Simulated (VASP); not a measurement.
Input of a VASP 6.6.1 run:

Contents of POSCAR:

```
SiO2
1.0
    5.2873633230      0.0000000000      0.0000000000
   -2.6436816615      4.5789909567      0.0000000000
    0.0000000000      0.0000000000      5.5410855913
Si O
3 6
Direct
    0.0000000000      0.5000000000      0.3333333333
    0.5000000000      0.5000000000      0.6666666667
    0.5000000000      0.0000000000      0.0000000000
    0.5834989524      0.7917494762      0.8333333333
    0.7917494762      0.5834989524      0.5000000000
    0.7917494762      0.2082505238      0.1666666667
    0.4165010476      0.2082505238      0.8333333333
    0.2082505238      0.4165010476      0.5000000000
    0.2082505238      0.7917494762      0.1666666667
```

The input INCAR.step1:

```
PREC = Accurate
ENCUT = 520
ISMEAR = 0
SIGMA = 0.05
LREAL = F
LASPH = T
NELM = 80
NBANDS = 34
GGA = PE
ALGO = Normal
EDIFF = 1E-4
LWAVE = T
LCHARG = F
```

INCAR.step2

```
PREC = Accurate
ENCUT = 520
EDIFF = 1E-6
ISMEAR = 0
SIGMA = 0.05
LREAL = F
LASPH = T
NELM = 80
ALGO = Normal
ISIF = 2
LWAVE = F
LCHARG = F
METAGGA = R2SCAN
LMIXTAU = T
NBANDS = 34
ISTART = 1
```

The input KPOINTS:

```
Automatic mesh
0
Gamma
  6 6 4
```

Potentials or basis: VASP PAW PBE potentials, release 64 (Si, O).

Command:

```bash
$ cat potpaw_PBE.64/Si/POTCAR potpaw_PBE.64/O/POTCAR > POTCAR
$ cp INCAR.step1 INCAR
$ mpirun -np 1 vasp_std > vasp.out
$ cp INCAR.step2 INCAR
$ mpirun -np 1 vasp_std > vasp.out
```

(1) What does it give for the band gap on the k mesh?

(2) Predict the pressure.

Answers

(1) 5.72 eV (least direct gap 5.99 eV).

(2) -14.0 GPa.

Caveat: the cell differs from its parent crystal (strain +0.0450 x Voigt [1, 1, 0, 0, 0, 0]); the cell stands under tension; the PAW data sets were made with another functional, which shifts forces and pressure a little.
